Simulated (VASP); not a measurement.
# MgO (Fm-3m) in VASP: settings compared

The runs below take MgO through single point, with PBEsol+D4, PBEsol, HSE06.

Everything below comes from runs of VASP 6.6.1. Logs are shortened: lines on timing, memory, paths and dates and some standing lists are left out, and cuts for length are marked.

**The experiment to reproduce.**

From “Electronic structure of alkaline earth and post-transition metal oxides”, 2009, arxiv:0908.1581, for a bulk crystal of MgO: band gap 7.83 eV.

The runs below are set against these values where they give the same quantity.

### 1 The cell of the first run

Symmetry: Fm-3m, No. 225, cubic system. The conventional cell has a = 4.204 Å, b = 4.204 Å, c = 4.204 Å, α = 90.00°, β = 90.00°, γ = 90.00°. Mg (site symmetry m-3m) has 6 O at 2.10 Å within 2.8 Å. Within 2.8 Å of O (site symmetry m-3m) lie 6 Mg at 2.10 Å.

### 2 Single point, PBEsol+D4

Input file INCAR:

```
ALGO = Normal
EDIFF = 1E-6
ENCUT = 600
GGA = PS
GGA_COMPAT = False
ISIF = 2
ISMEAR = 0
IVDW = 13
LASPH = True
LCHARG = False
LREAL = False
LWAVE = False
NBANDS = 11
NELM = 120
PREC = Accurate
SIGMA = 0.01
```

Input file KPOINTS:

```
k-points
0
Gamma
  8 8 8
```

Input file POSCAR:

```
MgO
1.0
    0.0000000000      2.1021680256      2.1021680256
    2.1021680256      0.0000000000      2.1021680256
    2.1021680256      2.1021680256      0.0000000000
Mg O
1 1
Direct
    0.0000000000      0.0000000000      0.0000000000
    0.5000000000      0.5000000000      0.5000000000
```

Potentials or basis: VASP PAW PBE potentials, release 64 (Mg, O).

Command:

```
$ cat potpaw_PBE.64/Mg/POTCAR potpaw_PBE.64/O/POTCAR > POTCAR
$ mpirun -np 1 vasp_std > vasp.out
```

OUTCAR:

```text
EDIFF = 1E-6
   ENCUT = 600
   GGA = PS
   ISIF = 2
   ISMEAR = 0
   IVDW = 13
   LASPH = True
   LREAL = False
   NELM = 120
   PREC = Accurate

 ion  position               nearest neighbor table
   1  0.000  0.000  0.000-   2 2.10   2 2.10   2 2.10   2 2.10   2 2.10   2 2.10
   2  0.500  0.500  0.500-   1 2.10   1 2.10   1 2.10   1 2.10   1 2.10   1 2.10

  LATTYP: Found a face centered cubic cell.
 ALAT       =     4.2043360512

  Lattice vectors:

 A1 = (   0.0000000000,   2.1021680256,   2.1021680256)
 A2 = (   2.1021680256,   0.0000000000,   2.1021680256)
 A3 = (   2.1021680256,   2.1021680256,   0.0000000000)

Analysis of symmetry for initial positions (statically):
=====================================================================
 Subroutine PRICEL returns:
 Original cell was already a primitive cell.

 Routine SETGRP: Setting up the symmetry group for a
 face centered cubic supercell.

 Subroutine GETGRP returns: Found 48 space group operations
 (whereof 48 operations were pure point group operations)
 out of a pool of 48 trial point group operations.

The static configuration has the point symmetry O_h .

Analysis of symmetry for dynamics (positions and initial velocities):
=====================================================================
 Subroutine PRICEL returns:
 Original cell was already a primitive cell.

 Routine SETGRP: Setting up the symmetry group for a
 face centered cubic supercell.

 Subroutine GETGRP returns: Found 48 space group operations
 (whereof 48 operations were pure point group operations)
 out of a pool of 48 trial point group operations.

The dynamic configuration has the point symmetry O_h .

 Subroutine INISYM returns: Found 48 space group operations
 (whereof 48 operations are pure point group operations),
 and found     1 'primitive' translations

----------------------------------------------------------------------------------------

                                     Primitive cell

  volume of cell :      18.5794

  direct lattice vectors                    reciprocal lattice vectors
     0.000000000  2.102168026  2.102168026    -0.237849684  0.237849684  0.237849684
     2.102168026  0.000000000  2.102168026     0.237849684 -0.237849684  0.237849684
     2.102168026  2.102168026  0.000000000     0.237849684  0.237849684 -0.237849684

  length of vectors
     2.972914532  2.972914532  2.972914532     0.411967737  0.411967737  0.411967737

  position of ions in fractional coordinates (direct lattice)
     0.000000000  0.000000000  0.000000000
     0.500000000  0.500000000  0.500000000

  ion indices of the primitive-cell ions
   primitive index   ion index
                 1           1
                 2           2

----------------------------------------------------------------------------------------

 KPOINTS: k-points

Automatic generation of k-mesh.
 Grid dimensions read from file:
 generate k-points for:    8    8    8

 Generating k-lattice:

  Cartesian coordinates                     Fractional coordinates (reciprocal lattice)
    -0.029731210  0.029731210  0.029731210     0.125000000  0.000000000  0.000000000
     0.029731210 -0.029731210  0.029731210     0.000000000  0.125000000  0.000000000
     0.029731210  0.029731210 -0.029731210     0.000000000  0.000000000  0.125000000

  Length of vectors
     0.051495967  0.051495967  0.051495967

  Shift w.r.t. Gamma in fractional coordinates (k-lattice)
     0.000000000  0.000000000  0.000000000

 Subroutine IBZKPT returns following result:
 ===========================================

 Found     29 irreducible k-points:

 Following reciprocal coordinates:
            Coordinates               Weight
  0.000000  0.000000  0.000000      1.000000
  0.125000  0.000000  0.000000      8.000000
  0.250000  0.000000  0.000000      8.000000
  0.375000  0.000000  0.000000      8.000000
  0.500000  0.000000  0.000000      4.000000
  0.125000  0.125000  0.000000      6.000000
[... 16 lines left out ...]
  0.500000  0.250000  0.125000     48.000000
 -0.375000  0.250000  0.125000     24.000000
 [... further k-points ...]
   k-points           NKPTS =     29   k-points in BZ     NKDIM =     29   number of bands    NBANDS=     11
   number of dos      NEDOS =    301   number of ions     NIONS =      2
   total plane-waves  NPLWV =  13824
   dimension x,y,z NGX =    24 NGY =   24 NGZ =   24
   dimension x,y,z NGXF=    48 NGYF=   48 NGZF=   48
   ions per type =               1   1
   NGX,Y,Z   is equivalent  to a cutoff of  13.42, 13.42, 13.42 a.u.
   NGXF,Y,Z  is equivalent  to a cutoff of  26.84, 26.84, 26.84 a.u.
 SYSTEM =  unknown system
   PREC   = accura    normal or accurate (medium, high low for compatibility)
   ISTART =      0    job   : 0-new  1-cont  2-samecut
   ICHARG =      2    charge: 1-file 2-atom 10-const
   ISPIN  =      1    spin polarized calculation?
   LNONCOLLINEAR =      F non collinear calculations
   LSORBIT =      F    spin-orbit coupling
   LASPH  =      T    aspherical Exc in radial PAW
   ENCUT  =  600.0 eV  44.10 Ry    6.64 a.u.   5.94  5.94  5.94*2*pi/ulx,y,z
   NELM   =    120;   NELMIN=  2; NELMDL= -5     # of ELM steps
   EDIFF  = 0.1E-05   stopping-criterion for ELM
   LREAL  =      F    real-space projection
   EDIFFG = 0.1E-04   stopping-criterion for IOM
   NSW    =      0    number of steps for IOM
   IBRION =     -1    ionic relax: 0-MD 1-quasi-New 2-CG
   NFREE  =      0    steps in history (QN), initial steepest desc. (CG)
   ISIF   =      2    stress and relaxation
   ISYM   =      2    0-nonsym 1-usesym 2-fastsym
   POTIM  = 0.5000    time-step for ionic-motion
   TEBEG  =    0.0;   TEEND  =   0.0 temperature during run
   PSTRESS=    0.0 pullay stress
   NELECT =       8.0000    total number of electrons
   NUPDOWN=      -1.0000    fix difference up-down
   EMIN   =  10.00;   EMAX   =-10.00  energy-range for DOS
   EFERMI =   0.00;   METHOD = LEGACY
   ISMEAR =     0;   SIGMA  =   0.01  broadening in eV -4-tet -1-fermi 0-gaus
   EFERMI_NEDOS =   21; number of points for ismear=-14 and -15
   IALGO  =     38    algorithm
   IMIX   =      4    mixing-type and parameters
     AMIX     =   0.40;   BMIX     =  1.00
     AMIX_MAG =   1.60;   BMIX_MAG =  1.00
  volume/ion in A,a.u.               =       9.29        62.69
  Fermi-wavevector in a.u.,A,eV,Ry     =   1.236215  2.336108 20.792804  1.528228
  Thomas-Fermi vector in A             =   2.370833
   LORBIT       =      0    0 simple, 1 ext, 2 COOP (PROOUT), +10 PAW based schemes
   GGA     = PS    functional components
   LHFCALC =     F    Hartree Fock is set to
   AEXX    =    0.0000 exact exchange contribution
   IVDW    =    13    specifies the selected vdW correction
   LEPSILON=     F    determine dielectric tensor
   LRPA    =     F    only Hartree local field effects (RPA)
 non-spin polarized calculation
 Gauss-broadening in eV      SIGMA  =   0.01
  energy-cutoff  :      600.00
  volume of cell :       18.58
 maximum number of plane-waves:       636
   NGX = 11   NGY = 11   NGZ = 11

 number of electron       8.0000004 magnetization

 Free energy of the ion-electron system (eV)
  ---------------------------------------------------
  ext. energy  EPLUGINS =         0.00000000
  ---------------------------------------------------
  free energy    TOTEN  =       -12.51520966 eV

  energy without entropy =      -12.51520966  energy(sigma->0) =      -12.51520966

 E-fermi :   3.1663     XC(G=0): -11.3366

 val. band max:        3.1069645202   @ k =   0.0000   0.0000   0.0000
 cond. band min:       7.7959267671   @ k =   0.0000   0.0000   0.0000
 fundamental gap:      4.6889622470
 Fermi energy:         3.1662961399

 k-point     1 :       0.0000    0.0000    0.0000
  band No.  band energies     occupation
      1     -14.1267      2.00000
      2       3.1070      2.00000
      3       3.1070      2.00000
      4       3.1070      2.00000
      5       7.7959      0.00000
      6      18.7716      0.00000
      7      18.7716      0.00000
      8      18.7716      0.00000
      9      22.6282      0.00000
     10      24.5187      0.00000
     11      24.5187      0.00000

 k-point     2 :       0.1250    0.0000    0.0000
  band No.  band energies     occupation
      1     -13.9589      2.00000
      2       2.1348      2.00000
      3       3.0011      2.00000
      4       3.0011      2.00000
      5       8.7158      0.00000
      6      17.0779      0.00000
      7      19.1364      0.00000
      8      19.1364      0.00000
      9      23.5638      0.00000
     10      23.5638      0.00000
     11      24.8463      0.00000

 k-point     3 :       0.2500    0.0000    0.0000
  band No.  band energies     occupation
      1     -13.5216      2.00000
      2       0.4007      2.00000
      3       2.7576      2.00000
      4       2.7576      2.00000
      5      10.1464      0.00000
      6      15.5557      0.00000
      7      19.6549      0.00000
      8      19.6549      0.00000
      9      23.1633      0.00000
     10      23.1633      0.00000
     11      25.0607      0.00000

 k-point     4 :       0.3750    0.0000    0.0000
  band No.  band energies     occupation
      1     -13.0264      2.00000
      2      -1.0352      2.00000
      3       2.5287      2.00000
      4       2.5287      2.00000
      5      10.8130      0.00000
      6      15.4176      0.00000
      7      19.5052      0.00000
      8      19.5052      0.00000
      9      24.2727      0.00000
     10      24.4623      0.00000
     11      24.4623      0.00000
[... 239 lines left out ...]
 k-point    22 :       0.3750    0.2500    0.1250
  band No.  band energies     occupation
      1     -13.2077      2.00000
      2       0.0369      2.00000
      3       1.9276      2.00000
      4       2.4775      2.00000
      5      11.5642      0.00000
      6      14.4389      0.00000
      7      18.1322      0.00000
      8      20.5847      0.00000
      9      21.1162      0.00000
     10      25.4702      0.00000
     11      28.8847      0.00000

 k-point    23 :       0.5000    0.2500    0.1250
  band No.  band energies     occupation
      1     -12.8172      2.00000
      2      -0.6703      2.00000
      3       1.3385      2.00000
      4       2.2198      2.00000
      5      12.5276      0.00000
      6      14.6548      0.00000
      7      16.9785      0.00000
      8      20.1903      0.00000
      9      22.6999      0.00000
     10      25.4363      0.00000
     11      29.0870      0.00000

 k-point    24 :      -0.3750    0.2500    0.1250
  band No.  band energies     occupation
      1     -12.6430      2.00000
      2      -0.9726      2.00000
      3       1.1266      2.00000
      4       2.0984      2.00000
      5      12.6772      0.00000
      6      15.2382      0.00000
      7      16.5464      0.00000
      8      19.9457      0.00000
      9      23.5488      0.00000
     10      25.1068      0.00000
     11      29.2181      0.00000

 [... further k-points ...]

------------------------ aborting loop because EDIFF is reached ----------------------------------------

  DFT-D4 for vdW energy calculation

  Edisp (eV):   -0.18844

  FORCE on cell =-STRESS in cart. coord.  units (eV):
  Direction    XX          YY          ZZ          XY          YZ          ZX
  --------------------------------------------------------------------------------------
  -------------------------------------------------------------------------------------
  Total      -0.15944    -0.15944    -0.15944     0.00000     0.00000     0.00000
  in kB     -13.74917   -13.74917   -13.74917     0.00000     0.00000     0.00000
  external pressure =      -13.75 kB  Pullay stress =        0.00 kB

 VOLUME and BASIS-vectors are now :
 -----------------------------------------------------------------------------
  energy-cutoff  :      600.00
  volume of cell :       18.58
      direct lattice vectors                 reciprocal lattice vectors
     0.000000000  2.102168026  2.102168026    -0.237849684  0.237849684  0.237849684
     2.102168026  0.000000000  2.102168026     0.237849684 -0.237849684  0.237849684
     2.102168026  2.102168026  0.000000000     0.237849684  0.237849684 -0.237849684

 POSITION                                       TOTAL-FORCE (eV/Angst)
 -----------------------------------------------------------------------------------
      0.00000      0.00000      0.00000        -0.000000     -0.000000      0.000000
      2.10217      2.10217      2.10217         0.000000      0.000000      0.000000
 -----------------------------------------------------------------------------------
    total drift:                               -0.000000     -0.000000      0.000000

  FREE ENERGIE OF THE ION-ELECTRON SYSTEM (eV)
  ---------------------------------------------------
  free  energy   TOTEN  =       -12.7036526187 eV

  energy  without entropy=      -12.7036526187  energy(sigma->0) =      -12.70365262
```

Wall time 22 s (1 thread of AMD EPYC 7R43 (Zen 3), shared host); peak memory 0.1 GiB.

Results:

```yaml
Free_energy: -12.7037 eV
Pressure: -1.4 GPa
Band_gap_on_the_k_mesh: 4.69 eV
Dispersion_energy_per_atom: -0.094 eV
```

Levels at points of the mesh, in eV from the valence-band top:
| k point | band 1 | band 2 | band 3 | band 4 | band 5 | band 6 | band 7 | band 8 | band 9 |
| --- | --- | --- | --- | --- | --- | --- | --- | --- | --- |
| (0.00, 0.00, 0.00) | -17.23 | 0.00 | 0.00 | 0.00 | 4.69 | 15.66 | 15.66 | 15.66 | 19.52 |
| (0.50, 0.00, 0.00) | -15.91 | -4.70 | -0.67 | -0.67 | 7.78 | 12.57 | 16.24 | 16.24 | 20.85 |
| (0.50, 0.50, 0.00) | -15.64 | -4.17 | -1.37 | -1.37 | 8.93 | 9.94 | 13.03 | 18.93 | 18.93 |

Caveat: the PAW data sets were made with another functional, which shifts forces and pressure a little.

### 3 Single point, PBEsol

Input file INCAR:

```
  PREC = Accurate
  ENCUT = 600
  EDIFF = 1E-6
  ISMEAR = 1
  SIGMA = 0.2
  LREAL = F
  LASPH = T
  NELM = 120
  ALGO = Normal
  ISIF = 2
  LWAVE = F
  LCHARG = T
  GGA = PS
  LELF = T
  LVHAR = T
  NBANDS = 11
  GGA_COMPAT = F
```

Input file KPOINTS:

```
regular mesh
0
Gamma
  8 8 8
```

POSCAR is that of step 2.

Potentials or basis: VASP PAW PBE potentials, release 64 (Mg, O).

Command:

```
$ cat potpaw_PBE.64/Mg/POTCAR potpaw_PBE.64/O/POTCAR > POTCAR
$ mpirun -np 1 vasp_std > vasp.out
```

It took 15 s on 1 thread of AMD EPYC 7R43 (Zen 3), shared host; peak memory 0.1 GiB.

Results (log left out):

```yaml
Free_energy: -12.5146 eV
Pressure: 0.4 GPa
Band_gap_on_the_k_mesh: 4.69 eV
```

Levels at points of the mesh, in eV from the valence-band top:
| k point | band 2 | band 3 | band 4 | band 5 | band 6 | band 7 |
| --- | --- | --- | --- | --- | --- | --- |
| (0.00, 0.00, 0.00) | 0.00 | 0.00 | 0.00 | 4.69 | 15.66 | 15.66 |
| (0.50, 0.00, 0.00) | -4.70 | -0.67 | -0.67 | 7.78 | 12.57 | 16.24 |
| (0.50, 0.50, 0.00) | -4.17 | -1.37 | -1.37 | 8.93 | 9.94 | 13.03 |

Caveat: the PAW data sets were made with another functional, which shifts forces and pressure a little.

### 4 Single point, PBEsol

Input file INCAR:

```
SYSTEM = MgO
PREC = Accurate
ENCUT = 600
EDIFF = 1E-6
ISMEAR = 0
SIGMA = 0.01
LREAL = .FALSE.
LASPH = .TRUE.
NELM = 120
ALGO = Normal
ISIF = 2
LWAVE = .FALSE.
LCHARG = .FALSE.
GGA = PS
ISYM = 0
NBANDS = 11
GGA_COMPAT = .FALSE.
```

Input file KPOINTS:

```
Automatic mesh
0
G
  8 8 8
  0 0 0
```

POSCAR is that of step 3.

Command:

```
$ cat potpaw_PBE.64/Mg/POTCAR potpaw_PBE.64/O/POTCAR > POTCAR
$ mpirun -np 1 vasp_std > vasp.out
```

It took 94 s on 1 thread of AMD EPYC 7R43 (Zen 3), shared host; peak memory 0.16 GiB.

The run converged. Its results:

| Property | Result |
| --- | --- |
| Free energy | -12.5152 eV |
| Pressure | 0.4 GPa |
| Band gap on the k mesh | 4.69 eV |

Levels at points of the mesh, in eV from the valence-band top:
```csv
k point,band 2,band 3,band 4,band 5,band 6,band 7
"(0.00, 0.00, 0.00)",0.00,0.00,0.00,4.69,15.66,15.66
"(0.50, 0.00, 0.00)",-4.70,-0.67,-0.67,7.78,12.57,16.24
"(0.00, 0.50, 0.00)",-4.70,-0.67,-0.67,7.78,12.57,16.24
"(0.00, 0.00, 0.50)",-4.70,-0.67,-0.67,7.78,12.57,16.24
"(0.50, 0.50, 0.50)",-4.70,-0.67,-0.67,7.78,12.57,16.24
"(0.50, 0.50, 0.00)",-4.17,-1.37,-1.37,8.93,9.94,13.03
"(0.00, 0.50, 0.50)",-4.17,-1.37,-1.37,8.93,9.94,13.03
"(0.50, 0.00, 0.50)",-4.17,-1.37,-1.37,8.93,9.94,13.03
```

Caveat: the PAW data sets were made with another functional, which shifts forces and pressure a little.

(Continued in part 2 of 2.)
